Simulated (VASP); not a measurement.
Set up this calculation in VASP 6.6.1, as the native input.

| Property | Result |
| --- | --- |
| Task | single point |
| Functional | PBE |
| Potentials or basis | VASP PAW PBE potentials, release 64 (Ga_d, As) |
| Cutoff | 520 eV |
| k mesh | 8 × 8 × 8 |
| Occupations | fermi-dirac, width 0.02 eV |
| Spin | no spin polarisation |
| Dipole correction | no |
| Further INCAR settings | ALGO = Normal; EDIFF = 1e-06; NBANDS = 16 |

The structure of GaAs lies in POSCAR:

```
GaAs
1.0
    0.0000000000      2.8330850948      2.8330850948
    2.7155120634      0.0000000000      2.8330850948
    2.7155120634      2.8330850948      0.0000000000
Ga As
1 1
Direct
    0.0000000000      0.0000000000      0.0000000000
    0.2500000000      0.2500000000      0.2500000000
```

This cell differs from its parent crystal: uniaxial x strain -4.2%.

These files were run (other wordings do the same):

INCAR

```
PREC     = Accurate       # precision mode
ENCUT    = 520            # plane-wave cutoff, eV
EDIFF    = 1E-6           # SCF threshold, eV
ISMEAR   = -1             # smearing method
SIGMA    = 0.02           # smearing width, eV
LREAL    = F              # projectors in reciprocal space
LASPH    = T              # aspherical terms in the spheres
NELM     = 60             # most SCF steps
ALGO     = Normal         # electronic algorithm
ISIF     = 2              # what is computed and relaxed
LWAVE    = F              # write WAVECAR
LCHARG   = F              # write CHGCAR
GGA      = PE             # functional
NBANDS   = 16             # bands
```

KPOINTS

```
Automatic mesh
0
Gamma
  8 8 8
```

Potentials or basis: VASP PAW PBE potentials, release 64 (Ga_d, As).

Run with:

```console
$ cat potpaw_PBE.64/Ga_d/POTCAR potpaw_PBE.64/As/POTCAR > POTCAR
$ mpirun -np 1 vasp_std > vasp.out
```

It gave:

```
Pressure               : 6.4 GPa
Band gap on the k mesh : 0.63 eV, direct
```

Caveat: the cell differs from its parent crystal (uniaxial x strain -4.2%).

Run time: 69 s on 1 thread of Intel Xeon 8259CL (shared host), peak memory 0.19 GiB.
